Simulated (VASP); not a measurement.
Wanted: the native input for a VASP 6.6.1 run.

* Task: single point
* Functional: PBE
* Potentials or basis: VASP PAW PBE potentials, release 64 (Pt)
* Cutoff: 520 eV
* k mesh: 18 × 18 × 18
* Occupations: gaussian, width 0.1 eV
* Spin: no spin polarisation
* Dipole correction: no
* Further INCAR settings: ALGO = Fast; EDIFF = 1e-06; NBANDS = 11

The structure of Pt lies in POSCAR:

```
Pt
1.0
    0.0000000000      1.9850550545      1.9850550545
    1.9850550545      0.0000000000      1.9850550545
    1.9850550545      1.9850550545      0.0000000000
Pt
1
Direct
    0.0000000000      0.0000000000      0.0000000000
```

One way to write it, as run:

INCAR

```
SYSTEM = Pt
PREC = Accurate ; ENCUT = 520
EDIFF = 1E-6 ; ISMEAR = 0
SIGMA = 0.1 ; LREAL = .False.
LASPH = .True. ; NELM = 100
ALGO = Fast ; ISIF = 2
LWAVE = .False. ; LCHARG = .False.
GGA = PE ; NBANDS = 11
```

KPOINTS

```
Automatic mesh
0
Gamma
  18 18 18
  0 0 0
```

Potentials or basis: VASP PAW PBE potentials, release 64 (Pt).

The run is started by

```sh
$ cat potpaw_PBE.64/Pt/POTCAR > POTCAR
$ mpirun -np 1 vasp_std > vasp.out
```

It gave:

| Item | Value |
| --- | --- |
| Pressure | -0.5 GPa |
| Band gap on the k mesh | zero (band 5 reaches 11.03 eV, above the bottom of band 6 at 8.94 eV) |

Caveat: spin-orbit coupling is left out, which moves the levels of the heavy elements.

Run time: 11 s on 1 thread of Intel(R) Xeon(R) 6975P-C (Granite Rapids), on a shared host, peak memory 0.16 GiB.
